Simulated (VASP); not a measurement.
# Si2Ni in VASP: a series of runs

Runs on Si2Ni. Level: PBE. Tasks: single point.

All numbers are computed with VASP 6.6.1; they aren't measurements. Logs are shortened: lines on timing, memory, paths and dates and some standing lists are left out, and cuts for length are marked.

## 1. The cell of the first run

The structure is cubic, space group Fm-3m (No. 225). The conventional cell has a = 5.406 Å, b = 5.406 Å, c = 5.406 Å, α = 90.00°, β = 90.00°, γ = 90.00°. Si (site symmetry -43m) has 4 Ni at 2.34 Å and 6 Si at 2.70 Å within 3.1 Å. Within 3.1 Å of Ni (site symmetry m-3m) lie 8 Si at 2.34 Å.

## 2. Single point, PBE, collinear spin, ferromagnetic start

Input file INCAR:

```
PREC = Accurate
ENCUT = 520
EDIFF = 1E-7
ISMEAR = -1
SIGMA = 0.15
LREAL = False
LASPH = True
NELM = 150
ALGO = Normal
ISIF = 2
LWAVE = False
LCHARG = False
ISPIN = 2
MAGMOM = 0 0 2
LORBIT = 11
LMAXMIX = 4
GGA = PE
NBANDS = 20
```

Input file KPOINTS:

```
regular mesh
0
Gamma
  11 11 11
```

Input file POSCAR:

```
Si2Ni
1.0
    0.0000000000      2.7030000000      2.7030000000
    2.7030000000      0.0000000000      2.7030000000
    2.7030000000      2.7030000000      0.0000000000
Si Ni
2 1
Direct
    0.2500000000      0.2500000000      0.2500000000
    0.7500000000      0.7500000000      0.7500000000
    0.0000000000      0.0000000000      0.0000000000
```

Potentials or basis: VASP PAW PBE potentials, release 64 (Si, Ni).

The run is started by

```sh
$ cat potpaw_PBE.64/Si/POTCAR potpaw_PBE.64/Ni/POTCAR > POTCAR
$ mpirun -np 1 vasp_std > vasp.out
```

OUTCAR:

```text
PREC = Accurate
   ENCUT = 520
   EDIFF = 1E-7
   ISMEAR = -1
   LREAL = False
   LASPH = True
   NELM = 150
   ISIF = 2
   ISPIN = 2
   LORBIT = 11
   GGA = PE

 ion  position               nearest neighbor table
   1  0.250  0.250  0.250-   3 2.34   3 2.34   3 2.34   3 2.34   2 2.70   2 2.70   2 2.70   2 2.70
                             2 2.70   2 2.70
   2  0.750  0.750  0.750-   3 2.34   3 2.34   3 2.34   3 2.34   1 2.70   1 2.70   1 2.70   1 2.70
                             1 2.70   1 2.70
   3  0.000  0.000  0.000-   2 2.34   1 2.34   2 2.34   1 2.34   2 2.34   2 2.34   1 2.34   1 2.34

  LATTYP: Found a face centered cubic cell.
 ALAT       =     5.4060000000

  Lattice vectors:

 A1 = (   0.0000000000,   2.7030000000,   2.7030000000)
 A2 = (   2.7030000000,   0.0000000000,   2.7030000000)
 A3 = (   2.7030000000,   2.7030000000,   0.0000000000)

Analysis of symmetry for initial positions (statically):
=====================================================================
 Subroutine PRICEL returns:
 Original cell was already a primitive cell.

 Routine SETGRP: Setting up the symmetry group for a
 face centered cubic supercell.

 Subroutine GETGRP returns: Found 48 space group operations
 (whereof 48 operations were pure point group operations)
 out of a pool of 48 trial point group operations.

The static configuration has the point symmetry O_h .

Analysis of symmetry for dynamics (positions and initial velocities):
=====================================================================
 Subroutine PRICEL returns:
 Original cell was already a primitive cell.

 Routine SETGRP: Setting up the symmetry group for a
 face centered cubic supercell.

 Subroutine GETGRP returns: Found 48 space group operations
 (whereof 48 operations were pure point group operations)
 out of a pool of 48 trial point group operations.

The dynamic configuration has the point symmetry O_h .

Analysis of structural, dynamic, and magnetic symmetry:
=====================================================================
 Subroutine PRICEL returns:
 Original cell was already a primitive cell.

 Routine SETGRP: Setting up the symmetry group for a
 face centered cubic supercell.

 Subroutine GETGRP returns: Found 48 space group operations
 (whereof 48 operations were pure point group operations)
 out of a pool of 48 trial point group operations.

The overall configuration has the point symmetry O_h .

 Subroutine INISYM returns: Found 48 space group operations
 (whereof 48 operations are pure point group operations),
 and found     1 'primitive' translations

----------------------------------------------------------------------------------------

[... 123 lines left out ...]
   LEPSILON=     F    determine dielectric tensor
   LRPA    =     F    only Hartree local field effects (RPA)
 spin polarized calculation
  energy-cutoff  :      520.00
  volume of cell :       39.50
 maximum number of plane-waves:      1074
   NGX = 15   NGY = 15   NGZ = 15

 number of electron      17.9999999 magnetization      -0.0000897

 number of electron      17.9999999 magnetization       0.0000403

 Free energy of the ion-electron system (eV)
  ---------------------------------------------------
  ext. energy  EPLUGINS =         0.00000000
  ---------------------------------------------------
  free energy    TOTEN  =       -17.39233588 eV

  energy without entropy =      -17.32745594  energy(sigma->0) =      -17.35989591

 E-fermi :  10.4178     XC(G=0): -11.5875

 val. band max:       10.3844663292   @ k =  -0.4545   0.4545   0.0909
 cond. band min:      10.4350397502   @ k =   0.2727   0.1818   0.0000
 fundamental gap:      0.0505734210
 Fermi energy:        10.4178430170

 spin component 1

 k-point     1 :       0.0000    0.0000    0.0000
  band No.  band energies     occupation
      1      -3.3997      1.00000
      2       5.2456      1.00000
      3       5.2456      1.00000
      4       5.2456      1.00000
      5       6.9352      1.00000
      6       6.9352      1.00000
[... 541 lines left out ...]
     19      23.4994      0.00000
     20      25.0911      0.00000

 [... further k-points ...]

 spin component 2

 k-point     1 :       0.0000    0.0000    0.0000
  band No.  band energies     occupation
      1      -3.3997      1.00000
      2       5.2457      1.00000
      3       5.2457      1.00000
      4       5.2457      1.00000
      5       6.9352      1.00000
      6       6.9352      1.00000
[... 541 lines left out ...]
     19      23.4994      0.00000
     20      25.0911      0.00000

 [... further k-points ...]

------------------------ aborting loop because EDIFF is reached ----------------------------------------

  FORCE on cell =-STRESS in cart. coord.  units (eV):
  Direction    XX          YY          ZZ          XY          YZ          ZX
  --------------------------------------------------------------------------------------
  -------------------------------------------------------------------------------------
  Total        0.8200693      0.8200693      0.8200693      0.0000000      0.0000000      0.0000000
  in kB       33.2654185     33.2654185     33.2654185      0.0000000      0.0000000      0.0000000
  external PRESSURE =      33.2654185 kB  Pullay stress =       0.0000000 kB

 VOLUME and BASIS-vectors are now :
 -----------------------------------------------------------------------------
  energy-cutoff  :      520.00
  volume of cell :       39.50
      direct lattice vectors                 reciprocal lattice vectors
     0.000000000  2.703000000  2.703000000    -0.184979652  0.184979652  0.184979652
     2.703000000  0.000000000  2.703000000     0.184979652 -0.184979652  0.184979652
     2.703000000  2.703000000  0.000000000     0.184979652  0.184979652 -0.184979652

 POSITION                                       TOTAL-FORCE (eV/Angst)
 -----------------------------------------------------------------------------------
      1.35150      1.35150      1.35150         0.000000      0.000000      0.000000
      4.05450      4.05450      4.05450        -0.000000     -0.000000     -0.000000
      0.00000      0.00000      0.00000         0.000000     -0.000000     -0.000000
 -----------------------------------------------------------------------------------
    total drift:                               -0.000000     -0.000000      0.000000

  FREE ENERGIE OF THE ION-ELECTRON SYSTEM (eV)
  ---------------------------------------------------
  free  energy   TOTEN  =       -17.3923358774 eV

  energy  without entropy=      -17.3274559417  energy(sigma->0) =      -17.35989591

 total charge

# of ion       s       p       d       tot
------------------------------------------
    1        0.741   0.845   0.000   1.586
    2        0.741   0.845   0.000   1.586
    3        0.559   0.799   8.448   9.807
--------------------------------------------------
tot          2.041   2.489   8.448  12.979

 magnetization (x)

# of ion       s       p       d       tot
------------------------------------------
    1        0.000  -0.000   0.000   0.000
    2        0.000  -0.000   0.000   0.000
    3        0.000   0.000   0.000   0.000
--------------------------------------------------
tot          0.000  -0.000   0.000   0.000
```

OSZICAR:

```text
N       E                     dE             d eps       ncg     rms          rms(c)
DAV:   1     0.751949665563E+02    0.75195E+02   -0.74464E+03  4520   0.921E+02
DAV:   2    -0.138566246567E+02   -0.89052E+02   -0.79679E+02  4712   0.200E+02
DAV:   3    -0.188631921100E+02   -0.50066E+01   -0.48713E+01  5452   0.493E+01
DAV:   4    -0.189412472395E+02   -0.78055E-01   -0.77843E-01  5168   0.555E+00
DAV:   5    -0.189429537066E+02   -0.17065E-02   -0.17063E-02  5448   0.891E-01    0.188E+01
DAV:   6    -0.241548352120E+02   -0.52119E+01   -0.30484E+01  5088   0.118E+02    0.246E+01
DAV:   7    -0.175076521657E+02    0.66472E+01   -0.95267E+00  5656   0.739E+01    0.347E+00
DAV:   8    -0.174368574324E+02    0.70795E-01   -0.10727E+00  6056   0.147E+01    0.265E+00
DAV:   9    -0.173955061739E+02    0.41351E-01   -0.20884E-01  5488   0.760E+00    0.665E-01
DAV:  10    -0.173921857131E+02    0.33205E-02   -0.99704E-03  6460   0.175E+00    0.298E-01
DAV:  11    -0.173922748769E+02   -0.89164E-04   -0.12545E-03  6340   0.335E-01    0.179E-01
DAV:  12    -0.173923281163E+02   -0.53239E-04   -0.98662E-05  5208   0.106E-01    0.617E-02
DAV:  13    -0.173923337349E+02   -0.56186E-05   -0.22516E-05  5228   0.631E-02    0.159E-02
DAV:  14    -0.173923358478E+02   -0.21128E-05   -0.54407E-06  5108   0.331E-02    0.876E-03
DAV:  15    -0.173923359635E+02   -0.11575E-06   -0.11024E-06  5124   0.751E-03    0.401E-03
DAV:  16    -0.173923358774E+02    0.86130E-07   -0.19505E-07  5004   0.408E-03
   1 F= -.17392336E+02 E0= -.17359896E+02  d E =-.648799E-01  mag=     0.0000
```

stdout:

```text
POSCAR found type information on POSCAR SiNi
 POSCAR found :  2 types and       3 ions
 scaLAPACK will be used
 LDA part: xc-table for (Slater+PW92), standard interpolation
 POSCAR, INCAR and KPOINTS ok, starting setup
 FFT: planning ... GRIDC
 FFT: planning ... GRID_SOFT
 FFT: planning ... GRID
 WAVECAR not read
 entering main loop
```

Wall time 54 s (1 thread of AMD EPYC 9R45 (Zen 5), shared host); peak memory 0.18 GiB.

Results:

* Free energy: -17.3923 eV
* Pressure: 3.3 GPa
* Band gap on the k mesh: zero (filled and empty bands overlap)
* Net moment: 0.00 μB per cell
* Valence electrons inside the program's atomic spheres: Si 1.59; Ni 9.81

Caveat: the cell stands under pressure.

[end of part 1 of 2]
